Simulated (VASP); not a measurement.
Set up this calculation in VASP 6.6.1, as the native input.

- Task: single point
- Functional: PBEsol
- Potentials or basis: VASP PAW PBE potentials, release 64 (Cs_sv, Pb_d, Cl)
- Cutoff: 520 eV
- k mesh: 6 × 6 × 6
- Occupations: gaussian, width 0.05 eV
- Spin: no spin polarisation
- Dipole correction: no
- Further INCAR settings: ALGO = Normal; EDIFF = 1e-07; NBANDS = 30

The structure of CsPbCl3 lies in POSCAR:

```
CsPbCl3
1.0
    5.3247500000      0.0000000000      0.0000000000
    0.0000000000      5.3247500000      0.0000000000
    0.0000000000      0.0000000000      5.4648750000
Cs Pb Cl
1 1 3
Direct
    0.0000000000      0.0000000000      0.0000000000
    0.5000000000      0.5000000000      0.5000000000
    0.0000000000      0.5000000000      0.5000000000
    0.5000000000      0.0000000000      0.5000000000
    0.5000000000      0.5000000000      0.0000000000
```

This cell differs from its parent crystal: strain -0.050 along x and y, -0.025 along z.

The input as run:

INCAR

```
SYSTEM = CsPbCl3
  PREC = Accurate
  ENCUT = 520
  EDIFF = 1E-7
  ISMEAR = 0
  SIGMA = 0.05
  LREAL = .FALSE.
  LASPH = .TRUE.
  NELM = 100
  ALGO = Normal
  ISIF = 2
  LWAVE = .FALSE.
  LCHARG = .FALSE.
  GGA = PS
  NBANDS = 30
```

KPOINTS

```
Automatic mesh
0
G
  6 6 6
  0 0 0
```

Potentials or basis: VASP PAW PBE potentials, release 64 (Cs_sv, Pb_d, Cl).

The run is started by

```console
$ cat potpaw_PBE.64/Cs_sv/POTCAR potpaw_PBE.64/Pb_d/POTCAR potpaw_PBE.64/Cl/POTCAR > POTCAR
$ mpirun -np 1 vasp_std > vasp.out
```

It gave:

| Item | Value |
| --- | --- |
| Pressure | 4.7 GPa |
| Band gap on the k mesh | 0.96 eV |

Caveat: the cell differs from its parent crystal (strain -0.050 along x and y, -0.025 along z); the cell stands under pressure; the PAW data sets were made with another functional, which shifts forces and pressure a little; spin-orbit coupling is left out, which moves the levels of the heavy elements.

It took 2.1 min on 1 thread of Oxide Virtual Turin-like Processor, on a shared host, peak memory 0.32 GiB.
